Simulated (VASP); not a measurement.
**WS2: single point with r2SCAN**

The system is WS2.

```xyz
6
Lattice="3.2033 0.0000 0.0000 -1.6016 2.7741 0.0000 0.0000 0.0000 13.1495" Properties=species:S:1:pos:R:3 pbc="T T T"
W     0.0000    1.8494    3.2874
W     1.6016    0.9247    9.8621
S     0.0000    1.8494    8.3094
S     1.6016    0.9247    1.7347
S     0.0000    1.8494   11.4148
S     1.6016    0.9247    4.8401
```

```
Program             : VASP 6.6.1
Task                : single point
Functional          : r2SCAN
Potentials or basis : VASP PAW PBE potentials, release 64 (W_sv, S)
Cutoff              : 550 eV
k mesh              : 12 × 12 × 2
Occupations         : fermi-dirac, width 0.02 eV
Spin                : no spin polarisation
```

| Property | Result |
| --- | --- |
| Pressure | -1.2 GPa |
| Largest force | 0.016 eV/Å |
| Band gap on the k mesh | 1.26 eV (least direct gap 1.79 eV) |

Forces in eV/Å, atoms in the order of the input:
```
W    0.000  0.000  0.000
W    0.000  0.000  0.000
S    0.000  0.000 -0.016
S    0.000  0.000 -0.016
S    0.000  0.000  0.016
S    0.000  0.000  0.016
```

Stress tensor (GPa, compression positive):
```
-1.77  0.00  0.00
 0.00 -1.77  0.00
 0.00  0.00 -0.06
```

Levels at points of the mesh, in eV from the valence-band top:
```tsv
k point	band 23	band 24	band 25	band 26	band 27	band 28	band 29	band 30
(0.00, 0.00, 0.00)	-2.38	-1.90	-0.84	0.00	2.46	2.46	2.46	2.46
(0.50, 0.00, 0.00)	-2.09	-2.01	-1.57	-1.48	2.34	2.36	2.76	2.88
(0.00, 0.00, 0.50)	-2.39	-2.39	-0.29	-0.29	2.46	2.46	2.46	2.46
(0.50, 0.00, 0.50)	-2.05	-2.05	-1.52	-1.52	2.35	2.35	2.83	2.83
```

Run time: 20 min on 1 thread of Intel Xeon 8259CL, with other jobs on the host, peak memory 0.39 GiB.

Caveat: the PAW data sets were made with another functional, which shifts forces and pressure a little; spin-orbit coupling is left out, which moves the levels of the heavy elements. A k mesh can miss the band edges.
